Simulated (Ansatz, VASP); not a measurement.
Two plane-wave programs on ZnS

Contents of POSCAR:

```
ZnS
1.0
    3.8227020304      0.0000000000      0.0000000000
   -1.9113510152      3.3105570694      0.0000000000
    0.0000000000      0.0000000000     12.5200000000
Zn S
4 4
Direct
    0.0000000000      0.0000000000      0.0000000000
    0.0000000000      0.0000000000      0.5000000000
    0.3333333333      0.6666666667      0.2140575080
    0.6666666667      0.3333333333      0.7500000000
    0.0000000000      0.0000000000      0.1875000000
    0.0000000000      0.0000000000      0.6875000000
    0.3333333333      0.6666666667      0.4375000000
    0.6666666667      0.3333333333      0.9375000000
```

INCAR.step1

```
SYSTEM = ZnS
PREC     = Accurate       ! precision mode
ENCUT    = 520            ! plane-wave cutoff, eV
ISMEAR   = 0              ! smearing method
SIGMA    = 0.05           ! smearing width, eV
LREAL    = .FALSE.        ! projectors in reciprocal space
LASPH    = .TRUE.         ! aspherical terms in the spheres
NELM     = 100            ! most SCF steps
NBANDS   = 46             ! bands
GGA      = PE             ! functional
ALGO     = Normal         ! electronic algorithm
EDIFF    = 1E-4           ! SCF threshold, eV
LWAVE    = .TRUE.         ! write WAVECAR
LCHARG   = .FALSE.        ! write CHGCAR
```

Contents of INCAR.step2:

```
SYSTEM = ZnS
PREC     = Accurate       ! precision mode
ENCUT    = 520            ! plane-wave cutoff, eV
EDIFF    = 1E-6           ! SCF threshold, eV
ISMEAR   = 0              ! smearing method
SIGMA    = 0.05           ! smearing width, eV
LREAL    = .FALSE.        ! projectors in reciprocal space
LASPH    = .TRUE.         ! aspherical terms in the spheres
NELM     = 100            ! most SCF steps
ALGO     = Normal         ! electronic algorithm
ISIF     = 2              ! what is computed and relaxed
LWAVE    = .FALSE.        ! write WAVECAR
LCHARG   = .FALSE.        ! write CHGCAR
METAGGA  = R2SCAN         ! meta-GGA
LMIXTAU  = .TRUE.       
NBANDS   = 46             ! bands
ISTART   = 1
```

Contents of KPOINTS:

```
Automatic mesh
0
G
  6 6 2
  0 0 0
```

Input for Ansatz:

```yaml
crystal:
  lattice:
    - [3.8227020304, 0.0, 0.0]
    - [-1.9113510152, 3.3105570694, 0.0]
    - [0.0, 0.0, 12.52]
  atoms:
    - { symbol: Zn, position: [0.0, 0.0, 0.0] }
    - { symbol: Zn, position: [0.0, 0.0, 0.5] }
    - { symbol: Zn, position: [0.3333333333, 0.6666666667, 0.214057508] }
    - { symbol: Zn, position: [0.6666666667, 0.3333333333, 0.75] }
    - { symbol: S, position: [0.0, 0.0, 0.1875] }
    - { symbol: S, position: [0.0, 0.0, 0.6875] }
    - { symbol: S, position: [0.3333333333, 0.6666666667, 0.4375] }
    - { symbol: S, position: [0.6666666667, 0.3333333333, 0.9375] }
basis:
  ecutwfc: 500
kpoints:
  mp_grid: { grid: [6, 6, 2] }
hamiltonian:
  xc: r2scan
scf:
  occupations: { method: gaussian, width: 0.05 }
output:
  forces: true
  stress: true
  eigenvalues: true
```

Alike in both runs: task single point; functional r2SCAN; k mesh 6 × 6 × 2; occupations gaussian, width 0.05 eV; no spin polarisation.

|  | VASP | Ansatz |
| --- | --- | --- |
| version | VASP 6.6.1 | Ansatz 0.2.0 |
| potentials or method | VASP PAW PBE potentials, release 64 (Zn, S), cutoff 520 eV | scalar-relativistic, plane waves, PAW |
| valence electrons in the cell | 72 | 72 |

|  | VASP | Ansatz | Ansatz less VASP |
| --- | --- | --- | --- |
| gap on the k mesh at the Fermi level (eV) | 1.65 | 1.66 | +0.003 |
| least direct gap on the mesh (eV) | 1.65 | 1.66 | +0.003 |
| pressure (GPa) | 0.0 | 0.0 | -0.05 |
| traceless stress, the component that is largest in VASP (GPa) | -1.38 | -1.36 | +0.024 |
| rms of the force components (eV/Å) | 0.455 | 0.451 | -0.0038 |

VASP's potentials were made for PBE, not for r2SCAN. Atom by atom the forces differ by 0.008 eV/Å (rms over components).
